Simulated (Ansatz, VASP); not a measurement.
**Two plane-wave programs on N**

```
N
1.0
     6.08237    0.00000    0.00000
     0.00000    6.08237    0.00000
     0.00000    0.00000    6.08237
N
8
Cartesian
  0.3181 0.3181 0.3181
  2.7231 5.7643 3.3593
  3.3593 2.7231 5.7643
  5.7643 3.3593 2.7231
  5.7643 5.7643 5.7643
  3.3593 0.3181 2.7231
  2.7231 3.3593 0.3181
  0.3181 2.7231 3.3593
```

Alike in both runs: functional PBE; k mesh 4 × 4 × 4; occupations gaussian, width 0.02 eV; no spin polarisation.

Ansatz relaxed the structure, and its values are those at the end. VASP's run is a single point on that final structure, the one shown.

|  | VASP | Ansatz |
| --- | --- | --- |
| version | VASP 6.6.1 | Ansatz 0.2.0 |
| potentials or method | VASP PAW PBE potentials, release 64 (N), cutoff 520 eV | scalar-relativistic, plane waves, PAW |
| valence electrons in the cell | 40 | 40 |

Ansatz gave:

```
gap on the k mesh at the Fermi level (eV) : 7.66
least direct gap on the mesh (eV)         : 7.67
pressure (GPa)                            : 0.0
rms of the force components (eV/Å)        : 0.003
```

**Question.** What did VASP give for the same quantities?

**Answer.** gap on the k mesh at the Fermi level (eV): 7.61; least direct gap on the mesh (eV): 7.62; pressure (GPa): 1.7; rms of the force components (eV/Å): 1.009.

One of these differences is far larger than is usual between the two programs; its cause wasn't traced. The functional is the same, so the differences come from potentials, cutoffs and numerics.

Noted on VASP's run: the standard files for N, O and F lose accuracy on very short bonds.
